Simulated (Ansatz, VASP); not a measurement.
**Al2Au: VASP beside Ansatz**

File INCAR:

```
SYSTEM = Al2Au
  PREC = Accurate
  ENCUT = 520
  EDIFF = 1E-8
  ISMEAR = -1
  SIGMA = 0.05
  LREAL = .False.
  LASPH = .True.
  NELM = 80
  ALGO = Normal
  ISIF = 2
  LWAVE = .False.
  LCHARG = .False.
  LEFG = .True.
  NBANDS = 16
```

KPOINTS

```
regular mesh
0
Gamma
  11 11 11
  0 0 0
```

POSCAR

```
Al2Au
1.0
    0.0000000000      3.0099668506      3.0099668506
    3.0099668506      0.0000000000      3.0099668506
    3.0099668506      3.0099668506      0.0000000000
Al Au
2 1
Direct
    0.2500000000      0.2500000000      0.2500000000
    0.7500000000      0.7500000000      0.7500000000
    0.0000000000      0.0000000000      0.0000000000
```

Input for Ansatz:

```yaml
crystal:
  lattice:
    - [0.0, 3.0099668506, 3.0099668506]
    - [3.0099668506, 0.0, 3.0099668506]
    - [3.0099668506, 3.0099668506, 0.0]
  atoms:
    - { symbol: Al, position: [0.25, 0.25, 0.25] }
    - { symbol: Al, position: [0.75, 0.75, 0.75] }
    - { symbol: Au, position: [0.0, 0.0, 0.0] }
kpoints:
  mp_grid: { grid: [11, 11, 11] }
scf:
  occupations: { method: fermi_dirac, width: 0.05 }
hamiltonian:
  xc: lda
  pseudopotentials: { kind: paw }
output:
  forces: true
  stress: true
  eigenvalues: true
  efg: { contact_densities: true }
```

Change from the starting cell: volume scaled by 1.01, PAW files.

Alike in both runs: task electric field gradients; functional LDA; k mesh 11 × 11 × 11; occupations fermi-dirac, width 0.05 eV; no spin polarisation.

|  | VASP | Ansatz |
| --- | --- | --- |
| version | VASP 6.6.1 | Ansatz 0.2.0 |
| potentials or method | VASP PAW LDA potentials, release 64 (Al, Au) | PAW with Ansatz's default frozen-core files, scalar-relativistic |
| plane-wave cutoff (eV) | 520 | 420 |
| valence electrons in the cell | 17 | 25 |

```csv
,VASP,Ansatz,Ansatz less VASP
pressure (GPa),-3.4,-3.6,-0.19
```

LDA's correlation is that of Perdew and Zunger in VASP and of Perdew and Wang (1992) in Ansatz. VASP's potentials hold 17 valence electrons a cell and Ansatz's 25, so a difference there can come from the potentials and not from the codes.

Neither program's run includes spin-orbit coupling.
